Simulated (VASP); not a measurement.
# RbCl (Fm-3m) in VASP: further runs

Runs on RbCl. Level: PBEsol. Tasks: single point, relaxation of cell and atoms.

All numbers are computed with VASP 6.6.1; they aren't measurements. Logs are shortened: lines on timing, memory, paths and dates and some standing lists are left out, and cuts for length are marked.

## Step 1: The cell of the first run

It takes space group Fm-3m (No. 225, cubic). The conventional cell has a = 6.548 Å, b = 6.548 Å, c = 6.548 Å, α = 90.00°, β = 90.00°, γ = 90.00°. Rb (site symmetry m-3m) has 6 Cl at 3.27 Å within 4.3 Å. Within 4.3 Å of Cl (site symmetry m-3m) lie 6 Rb at 3.27 Å.

## Step 2: Single point, PBEsol

INCAR

```
SYSTEM = RbCl
PREC = Accurate
ENCUT = 500
EDIFF = 1E-6
ISMEAR = 0
SIGMA = 0.02
LREAL = .FALSE.
LASPH = .TRUE.
NELM = 120
ALGO = Normal
ISIF = 2
LWAVE = .FALSE.
LCHARG = .FALSE.
GGA = PS
NBANDS = 15
GGA_COMPAT = .FALSE.
```

KPOINTS

```
regular mesh
0
G
  6 6 6
  0 0 0
```

POSCAR

```
RbCl
1.0
    0.0000000000      3.2740000000      3.2740000000
    3.2740000000      0.0000000000      3.2740000000
    3.2740000000      3.2740000000      0.0000000000
Rb Cl
1 1
Direct
    0.0000000000      0.0000000000      0.0000000000
    0.5000000000      0.5000000000      0.5000000000
```

Potentials or basis: VASP PAW PBE potentials, release 64 (Rb_sv, Cl).

Command:

```console
$ cat potpaw_PBE.64/Rb_sv/POTCAR potpaw_PBE.64/Cl/POTCAR > POTCAR
$ mpirun -np 1 vasp_std > vasp.out
```

OUTCAR:

```text
SYSTEM = RbCl
   PREC = Accurate
   ENCUT = 500
   EDIFF = 1E-6
   ISMEAR = 0
   LREAL = .FALSE.
   LASPH = .TRUE.
   NELM = 120
   ISIF = 2
   GGA = PS

 ion  position               nearest neighbor table
   1  0.000  0.000  0.000-   2 3.27   2 3.27   2 3.27   2 3.27   2 3.27   2 3.27
   2  0.500  0.500  0.500-   1 3.27   1 3.27   1 3.27   1 3.27   1 3.27   1 3.27

  LATTYP: Found a face centered cubic cell.
 ALAT       =     6.5480000000

  Lattice vectors:

 A1 = (   0.0000000000,   3.2740000000,   3.2740000000)
 A2 = (   3.2740000000,   0.0000000000,   3.2740000000)
 A3 = (   3.2740000000,   3.2740000000,   0.0000000000)

Analysis of symmetry for initial positions (statically):
=====================================================================
 Subroutine PRICEL returns:
 Original cell was already a primitive cell.

 Routine SETGRP: Setting up the symmetry group for a
 face centered cubic supercell.

 Subroutine GETGRP returns: Found 48 space group operations
 (whereof 48 operations were pure point group operations)
 out of a pool of 48 trial point group operations.

The static configuration has the point symmetry O_h .

Analysis of symmetry for dynamics (positions and initial velocities):
=====================================================================
 Subroutine PRICEL returns:
 Original cell was already a primitive cell.

 Routine SETGRP: Setting up the symmetry group for a
 face centered cubic supercell.

 Subroutine GETGRP returns: Found 48 space group operations
 (whereof 48 operations were pure point group operations)
 out of a pool of 48 trial point group operations.

The dynamic configuration has the point symmetry O_h .

 Subroutine INISYM returns: Found 48 space group operations
 (whereof 48 operations are pure point group operations),
 and found     1 'primitive' translations

----------------------------------------------------------------------------------------

                                     Primitive cell

  volume of cell :      70.1885

  direct lattice vectors                    reciprocal lattice vectors
     0.000000000  3.274000000  3.274000000    -0.152718387  0.152718387  0.152718387
     3.274000000  0.000000000  3.274000000     0.152718387 -0.152718387  0.152718387
     3.274000000  3.274000000  0.000000000     0.152718387  0.152718387 -0.152718387

  length of vectors
     4.630135203  4.630135203  4.630135203     0.264516006  0.264516006  0.264516006

  position of ions in fractional coordinates (direct lattice)
     0.000000000  0.000000000  0.000000000
     0.500000000  0.500000000  0.500000000

  ion indices of the primitive-cell ions
   primitive index   ion index
                 1           1
                 2           2
[... 77 lines left out ...]
   EFERMI =   0.00;   METHOD = LEGACY
   ISMEAR =     0;   SIGMA  =   0.02  broadening in eV -4-tet -1-fermi 0-gaus
   EFERMI_NEDOS =   21; number of points for ismear=-14 and -15
   IALGO  =     38    algorithm
   IMIX   =      4    mixing-type and parameters
     AMIX     =   0.40;   BMIX     =  1.00
     AMIX_MAG =   1.60;   BMIX_MAG =  1.00
  volume/ion in A,a.u.               =      35.09       236.83
  Fermi-wavevector in a.u.,A,eV,Ry     =   1.000060  1.889840 13.607465  1.000120
  Thomas-Fermi vector in A             =   2.132392
   LORBIT       =      0    0 simple, 1 ext, 2 COOP (PROOUT), +10 PAW based schemes
   GGA     = PS    functional components
   LHFCALC =     F    Hartree Fock is set to
   AEXX    =    0.0000 exact exchange contribution
   IVDW    =     0    specifies the selected vdW correction
   LEPSILON=     F    determine dielectric tensor
   LRPA    =     F    only Hartree local field effects (RPA)
 non-spin polarized calculation
 Gauss-broadening in eV      SIGMA  =   0.02
  energy-cutoff  :      500.00
  volume of cell :       70.19
 maximum number of plane-waves:      1807
 NGX is ok and might be reduce to    36
   NGX = 17   NGY = 17   NGZ = 17

 number of electron      16.0000001 magnetization

 Free energy of the ion-electron system (eV)
  ---------------------------------------------------
  ext. energy  EPLUGINS =         0.00000000
  ---------------------------------------------------
  free energy    TOTEN  =        -6.89453412 eV

  energy without entropy =       -6.89453412  energy(sigma->0) =       -6.89453412

 E-fermi :  -1.7983     XC(G=0):  -7.5903

 val. band max:       -1.8940771805   @ k =   0.0000   0.0000   0.0000
 cond. band min:       2.9932217520   @ k =   0.0000   0.0000   0.0000
 fundamental gap:      4.8872989325
 Fermi energy:        -1.7982754574

 k-point     1 :       0.0000    0.0000    0.0000
  band No.  band energies     occupation
      1     -25.7352      2.00000
      2     -13.8769      2.00000
      3      -9.7951      2.00000
      4      -9.7951      2.00000
      5      -9.7951      2.00000
      6      -1.8941      2.00000
      7      -1.8941      2.00000
      8      -1.8941      2.00000
      9       2.9932      0.00000
     10       6.0188      0.00000
     11       6.0188      0.00000
     12       6.0188      0.00000
     13       7.0098      0.00000
     14       7.0098      0.00000
[... 257 lines left out ...]
      2     -13.8529      2.00000
      3     -10.0340      2.00000
      4      -9.9484      2.00000
      5      -9.8124      2.00000
      6      -2.2748      2.00000
      7      -2.1872      2.00000
      8      -2.0776      2.00000
      9       4.8957      0.00000
     10       6.5868      0.00000
     11       6.8739      0.00000
     12       7.9290      0.00000
     13       8.9508      0.00000
     14       9.9212      0.00000
     15      10.3917      0.00000

------------------------ aborting loop because EDIFF is reached ----------------------------------------

  FORCE on cell =-STRESS in cart. coord.  units (eV):
  Direction    XX          YY          ZZ          XY          YZ          ZX
  --------------------------------------------------------------------------------------
  -------------------------------------------------------------------------------------
  Total       -0.0104055     -0.0104055     -0.0104055     -0.0000000      0.0000000      0.0000000
  in kB       -0.2375248     -0.2375248     -0.2375248     -0.0000000      0.0000000      0.0000000
  external PRESSURE =      -0.2375248 kB  Pullay stress =       0.0000000 kB

 VOLUME and BASIS-vectors are now :
 -----------------------------------------------------------------------------
  energy-cutoff  :      500.00
  volume of cell :       70.19
      direct lattice vectors                 reciprocal lattice vectors
     0.000000000  3.274000000  3.274000000    -0.152718387  0.152718387  0.152718387
     3.274000000  0.000000000  3.274000000     0.152718387 -0.152718387  0.152718387
     3.274000000  3.274000000  0.000000000     0.152718387  0.152718387 -0.152718387

 POSITION                                       TOTAL-FORCE (eV/Angst)
 -----------------------------------------------------------------------------------
      0.00000      0.00000      0.00000        -0.000000      0.000000      0.000000
      3.27400      3.27400      3.27400         0.000000     -0.000000     -0.000000
 -----------------------------------------------------------------------------------
    total drift:                                0.000000      0.000000      0.000000

  FREE ENERGIE OF THE ION-ELECTRON SYSTEM (eV)
  ---------------------------------------------------
  free  energy   TOTEN  =        -6.8945341192 eV

  energy  without entropy=       -6.8945341192  energy(sigma->0) =       -6.89453412
```

OSZICAR:

```text
N       E                     dE             d eps       ncg     rms          rms(c)
DAV:   1     0.830650271777E+02    0.83065E+02   -0.66698E+03   480   0.893E+02
DAV:   2    -0.138979152205E+01   -0.84455E+02   -0.75687E+02   682   0.168E+02
DAV:   3    -0.705788206195E+01   -0.56681E+01   -0.56445E+01   627   0.444E+01
DAV:   4    -0.719863211865E+01   -0.14075E+00   -0.14073E+00   696   0.700E+00
DAV:   5    -0.720002298792E+01   -0.13909E-02   -0.13909E-02   643   0.657E-01    0.306E+00
DAV:   6    -0.690004730828E+01    0.29998E+00   -0.41193E-01   599   0.324E+00    0.229E+00
DAV:   7    -0.688130025923E+01    0.18747E-01   -0.94406E-02   627   0.169E+00    0.133E+00
DAV:   8    -0.689293658687E+01   -0.11636E-01   -0.14659E-02   609   0.747E-01    0.156E-01
DAV:   9    -0.689396607023E+01   -0.10295E-02   -0.12713E-03   627   0.188E-01    0.867E-02
DAV:  10    -0.689450497266E+01   -0.53890E-03   -0.49139E-04   522   0.130E-01    0.147E-02
DAV:  11    -0.689452681976E+01   -0.21847E-04   -0.27434E-05   620   0.324E-02    0.119E-02
DAV:  12    -0.689453411169E+01   -0.72919E-05   -0.18567E-05   522   0.230E-02    0.329E-03
DAV:  13    -0.689453411923E+01   -0.75386E-08   -0.30613E-07   534   0.393E-03
   1 F= -.68945341E+01 E0= -.68945341E+01  d E =-.169926E-13
```

It took 22 s on 1 thread of Intel Xeon 6975P-C, shared host; peak memory 0.2 GiB.

Results:

```
Free energy            : -6.8945 eV
Pressure               : 0.0 GPa
Band gap on the k mesh : 4.89 eV, direct
```

Caveat: the PAW data sets were made with another functional, which shifts forces and pressure a little.

## Step 3: Relaxation of cell and atoms, PBEsol

INCAR

```
ALGO = Normal
EDIFF = 1E-7
EDIFFG = -0.005
ENCUT = 500
GGA = PS
GGA_COMPAT = F
IBRION = 2
ISIF = 3
ISMEAR = 0
LASPH = T
LCHARG = F
LREAL = F
LWAVE = F
NELM = 120
NELMIN = 4
NSW = 100
PREC = Accurate
SIGMA = 0.02
```

KPOINTS

```
k-points
0
Gamma
  6 6 6
```

POSCAR is that of step 2.

Potentials or basis: VASP PAW PBE potentials, release 64 (Rb_sv, Cl).

Command:

```console
$ cat potpaw_PBE.64/Rb_sv/POTCAR potpaw_PBE.64/Cl/POTCAR > POTCAR
$ mpirun -np 1 vasp_std > vasp.out
```

Wall time 12 s (1 thread of Intel Xeon 6975P-C, shared host); peak memory 0.2 GiB.

Results (log left out):

- Free energy: -6.8945 eV
- Pressure after relaxing: 0.0 GPa
- Band gap on the k mesh: 4.89 eV, direct

Final structure:
```
Rb Cl
1.0
     0.00000    3.27400    3.27400
     3.27400    0.00000    3.27400
     3.27400    3.27400    0.00000
Rb Cl
1 1
Direct
  0.00000 0.00000 0.00000
  0.50000 0.50000 0.50000
```

Levels at points of the mesh, in eV from the valence-band top:
```csv
k point,band 4,band 5,band 6,band 7,band 8,band 9,band 10,band 11,band 12
"(0.00, 0.00, 0.00)",-7.90,-7.90,0.00,0.00,0.00,4.89,7.91,7.91,7.91
"(0.50, 0.00, 0.00)",-7.91,-7.87,-0.91,-0.36,-0.36,7.65,7.92,10.14,10.14
"(0.50, 0.50, 0.00)",-8.01,-8.01,-0.33,-0.10,-0.10,6.07,8.01,9.64,10.04
```

Caveat: the relaxation stopped at its first step, so nothing moved; the PAW data sets were made with another functional, which shifts forces and pressure a little.
